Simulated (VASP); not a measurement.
Input of a VASP 6.6.1 run:

The input INCAR:

```
PREC = Accurate
ENCUT = 520
EDIFF = 1E-7
ISMEAR = 0
SIGMA = 0.1
LREAL = F
LASPH = T
NELM = 100
ALGO = Normal
ISIF = 2
LWAVE = F
LCHARG = F
GGA = PE
NBANDS = 31
```

File KPOINTS:

```
Automatic mesh
0
Gamma
  4 4 4
```

The input POSCAR:

```
Ta3B2N
1.0
    3.7995980100      0.0000000000      0.0000000000
    0.0000000000      3.7995980100      0.0000000000
    0.0000000000      0.0000000000      6.4126786900
Ta B N
3 2 1
Direct
    0.0000000000      0.0000000000      0.2270120100
    0.0000000000      0.0000000000      0.7729879900
    0.5000000000      0.5000000000      0.5000000000
    0.0000000000      0.0000000000      0.5000000000
    0.5000000000      0.5000000000      0.0000000000
    0.0000000000      0.0000000000      0.0000000000
```

Potentials or basis: VASP PAW PBE potentials, release 64 (Ta_pv, B, N).

The run is started by

```console
$ cat potpaw_PBE.64/Ta_pv/POTCAR potpaw_PBE.64/B/POTCAR potpaw_PBE.64/N/POTCAR > POTCAR
$ mpirun -np 1 vasp_std > vasp.out
```

**Question.** What does it give for the band gap on the k mesh?

**Answer.** Zero (band 22 reaches 6.08 eV, above the bottom of band 23 at 4.30 eV).

**Question.** What does it give for the pressure?

**Answer.** 61.1 GPa.

Stress tensor (GPa, compression positive):
```
-24.30   0.00   0.00
  0.00 -24.30   0.00
  0.00   0.00 231.95
```

Caveat: the k points lie up to 0.41 Å⁻¹ apart; spin-orbit coupling is left out, which moves the levels of the heavy elements; forces of over 1 eV/Å act on the atoms, so gaps and moduli don't describe the material at rest.
